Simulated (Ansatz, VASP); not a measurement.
## Two plane-wave programs on LaScF2

```
CELL_PARAMETERS angstrom
3.67454 0.00000 0.00000
0.00000 3.67454 0.00000
0.00000 0.00000 10.31998
ATOMIC_POSITIONS crystal
La 0.50000 0.50000 0.25000
La 0.50000 0.50000 0.75000
Sc 0.00000 0.00000 0.00000
Sc 0.00000 0.00000 0.50000
F 0.00000 0.00000 0.25000
F 0.00000 0.00000 0.75000
F 0.50000 0.50000 0.00000
F 0.50000 0.50000 0.50000
```

Alike in both runs: task single point; functional PBE; k mesh 6 × 6 × 2; occupations gaussian, width 0.2 eV; no spin polarisation.

|  | VASP | Ansatz |
| --- | --- | --- |
| version | VASP 6.6.1 | Ansatz 0.2.0 |
| potentials or method | VASP PAW PBE potentials, release 64 (La, Sc_sv, F), cutoff 520 eV | scalar-relativistic, plane waves, PAW |
| valence electrons in the cell | 72 | 72 |

|  | VASP | Ansatz | Ansatz less VASP |
| --- | --- | --- | --- |
| gap on the k mesh at the Fermi level (eV) | none | none | - |
| pressure (GPa) | 0.2 | 0.3 | +0.18 |
| traceless stress, the component that is largest in VASP (GPa) | -0.20 | -0.20 | -0.001 |

A gap of «none» marks a metal or a gap that the smearing closes.

Spin-orbit coupling is off throughout.
